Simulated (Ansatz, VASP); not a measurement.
## Two plane-wave programs on PCS4

```xyz
6
Lattice="0.0000 3.5307 3.5307 3.5307 0.0000 3.5307 3.5307 3.5307 0.0000" Properties=species:S:1:pos:R:3 pbc="T T T"
P     0.0000    0.0000    0.0000
C     1.7654    1.7654    1.7654
S     2.6547    2.6547    4.4068
S     2.6547    4.4068    2.6547
S     4.4068    2.6547    2.6547
S     4.4068    4.4068    4.4068
```

Change from the starting cell: species swapped into the GdDyAl4 type (F-43m, No. 216).

Alike in both runs: functional PBE; dispersion D3(BJ); k mesh 10 × 10 × 10; occupations gaussian, width 0.1 eV; collinear spin.

Ansatz relaxed the structure, and its values are those at the end. VASP's run is a single point on that final structure, the one shown.

```csv
,VASP,Ansatz
version,VASP 6.6.1,Ansatz 0.2.0
potentials or method,"VASP PAW PBE potentials, release 64 (P, C, S), cutoff 520 eV","scalar-relativistic, plane waves, PAW"
valence electrons in the cell,33,33
```

Ansatz gave:

```
gap on the k mesh at the Fermi level (eV) : none
pressure (GPa)                            : 0.0
net moment per atom (μB)                  : 0.00
```

Task: Which values does VASP return?

Result: gap on the k mesh at the Fermi level (eV): none; pressure (GPa): -0.2; net moment per atom (μB): 0.00.

A gap of «none» marks a metal or a gap that the smearing closes. Ansatz's warnings: relaxed geometry near dispersion switch, seeded moment not kept.
